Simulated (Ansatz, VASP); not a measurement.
Two plane-wave programs on ZnO

File INCAR:

```
PREC = Accurate
ENCUT = 520
EDIFF = 1E-6
ISMEAR = 0
SIGMA = 0.05
LREAL = False
LASPH = True
NELM = 100
ALGO = Normal
ISIF = 2
LWAVE = False
LCHARG = False
NBANDS = 16
```

The input KPOINTS:

```
Automatic mesh
0
Gamma
  12 12 12
```

File POSCAR:

```
ZnO
1.0
    0.0000000000      2.1694420000      2.1694420000
    2.1694420000      0.0000000000      2.1694420000
    2.1694420000      2.1694420000      0.0000000000
Zn O
1 1
Direct
    0.0000000000      0.0000000000      0.0000000000
    0.5000000000      0.5000000000      0.5000000000
```

Input for Ansatz:

```yaml
crystal:
  lattice:
    - [0.0, 2.169442, 2.169442]
    - [2.169442, 0.0, 2.169442]
    - [2.169442, 2.169442, 0.0]
  atoms:
    - { symbol: Zn, position: [0.0, 0.0, 0.0] }
    - { symbol: O, position: [0.5, 0.5, 0.5] }
basis:
  ecutwfc: 420
kpoints:
  mp_grid: { grid: [12, 12, 12] }
hamiltonian:
  xc: lda
scf:
  occupations: { method: gaussian, width: 0.05 }
output:
  forces: true
  stress: true
  eigenvalues: true
```

Alike in both runs: task single point; functional LDA; k mesh 12 × 12 × 12; occupations gaussian, width 0.05 eV; no spin polarisation.

```csv
,VASP,Ansatz
version,VASP 6.6.1,Ansatz 0.2.0
potentials or method,"VASP PAW LDA potentials, release 64 (Zn, O), cutoff 520 eV","scalar-relativistic, plane waves, PAW"
valence electrons in the cell,18,18
```

```tsv
	VASP	Ansatz	Ansatz less VASP
gap on the k mesh at the Fermi level (eV)	0.68	0.68	-0.001
least direct gap on the mesh (eV)	1.90	1.91	+0.007
pressure (GPa)	-13.9	-15.0	-1.08
```

LDA's correlation is that of Perdew and Zunger in VASP and of Perdew and Wang (1992) in Ansatz.
